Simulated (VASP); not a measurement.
Rh, 4 atoms in the cell. Symmetry: P6_3/mmc, No. 194, hexagonal system. Conventional cell: a = 2.692 Å, b = 2.692 Å, c = 8.798 Å, α = 90.00°, β = 90.00°, γ = 120.00°. Within 3.5 Å of Rh (site symmetry -6m2) lie 12 Rh at 2.69 Å. Rh (site symmetry -3m) has 12 Rh at 2.69 Å within 3.5 Å. This isn't the form of Rh at room conditions, which is fcc.

| Property | Result |
| --- | --- |
| Program | VASP 6.6.1 |
| Task | single point |
| Functional | PBE |
| Potentials or basis | VASP PAW PBE potentials, release 64 (Rh_pv) |
| Cutoff | 520 eV |
| k mesh | 11 × 11 × 3 |
| Occupations | fermi-dirac, width 0.05 eV |
| Spin | no spin polarisation |
| Dipole correction | no |
| Further INCAR settings | ALGO = Fast; EDIFF = 1e-06; NBANDS = 38 |

Potentials or basis: VASP PAW PBE potentials, release 64 (Rh_pv).

Launch:

```console
$ cat potpaw_PBE.64/Rh_pv/POTCAR > POTCAR
$ mpirun -np 1 vasp_std > vasp.out
```

Hardware: 1 thread of AMD EPYC 7R43 64-Core Processor (Zen 3) (shared host).

Question: Estimate the wall time of this run.

Answer: Wall time 64 s on 1 thread of AMD EPYC 7R43 64-Core Processor (Zen 3), on a shared host, peak memory 0.15 GiB. Counts: scf iterations 15, k points 32.
